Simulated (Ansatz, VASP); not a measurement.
# Two plane-wave programs on LiNbO3

Contents of INCAR:

```
SYSTEM = LiNbO3
ALGO = Normal
EDIFF = 1E-6
ENCUT = 520
GGA = PE
ISIF = 2
ISMEAR = 0
LASPH = .True.
LCHARG = .False.
LREAL = .False.
LWAVE = .False.
NBANDS = 45
NELM = 60
PREC = Accurate
SIGMA = 0.05
```

The input KPOINTS:

```
k-points
0
Gamma
  6 6 6
  0 0 0
```

Contents of POSCAR:

```
LiNbO3
1.0
    2.6722716124      1.5428367348      4.3917893192
   -2.6722716124      1.5428367348      4.3917893192
    0.0000000000     -3.0856734694      4.3917893192
Li Nb O
2 2 6
Direct
    0.2500000000      0.2500000000      0.2500000000
    0.7500000000      0.7500000000      0.7500000000
    0.0000000000      0.0000000000      0.0000000000
    0.5000000000      0.5000000000      0.5000000000
    0.1590542063      0.3409457937      0.7500000000
    0.7500000000      0.1590542063      0.3409457937
    0.3409457937      0.7500000000      0.1590542063
    0.8409457937      0.6590542063      0.2500000000
    0.2500000000      0.8409457937      0.6590542063
    0.6590542063      0.2500000000      0.8409457937
```

Input for Ansatz:

```yaml
crystal:
  lattice:
    - [2.6722716124, 1.5428367348, 4.3917893192]
    - [-2.6722716124, 1.5428367348, 4.3917893192]
    - [0.0, -3.0856734694, 4.3917893192]
  atoms:
    - { symbol: Li, position: [0.25, 0.25, 0.25] }
    - { symbol: Li, position: [0.75, 0.75, 0.75] }
    - { symbol: Nb, position: [0.0, 0.0, 0.0] }
    - { symbol: Nb, position: [0.5, 0.5, 0.5] }
    - { symbol: O, position: [0.1590542063, 0.3409457937, 0.75] }
    - { symbol: O, position: [0.75, 0.1590542063, 0.3409457937] }
    - { symbol: O, position: [0.3409457937, 0.75, 0.1590542063] }
    - { symbol: O, position: [0.8409457937, 0.6590542063, 0.25] }
    - { symbol: O, position: [0.25, 0.8409457937, 0.6590542063] }
    - { symbol: O, position: [0.6590542063, 0.25, 0.8409457937] }
basis:
  ecutwfc: 520.0
kpoints:
  mp_grid: { grid: [6, 6, 6] }
hamiltonian:
  xc: pbe
  pseudopotentials: { kind: paw, azcp: { folder: soft_1 } }
scf:
  occupations: { method: gaussian, width: 0.05 }
output:
  forces: true
  stress: true
  eigenvalues: true
```

Alike in both runs: task single point; functional PBE; k mesh 6 × 6 × 6; occupations gaussian, width 0.05 eV; no spin polarisation.

```csv
,VASP,Ansatz
version,VASP 6.6.1,Ansatz 0.2.0
potentials or method,"VASP PAW PBE potentials, release 64 (Li_sv, Nb_sv, O), cutoff 520 eV","scalar-relativistic, plane waves, PAW"
valence electrons in the cell,68,68
```

VASP gave:

* gap on the k mesh at the Fermi level (eV): 2.49
* least direct gap on the mesh (eV): 2.55
* rms of the force components (eV/Å): 0.327

Question: What did Ansatz give for the same quantities?

Answer: gap on the k mesh at the Fermi level (eV): 2.51; least direct gap on the mesh (eV): 2.57; rms of the force components (eV/Å): 0.335.

Atom by atom the forces differ by 0.007 eV/Å (rms over components). With one functional, cell and mesh, what is left measures potentials, basis and numerics.

Noted on VASP's run: the cutoff is short for stress, so the pressure is rough.
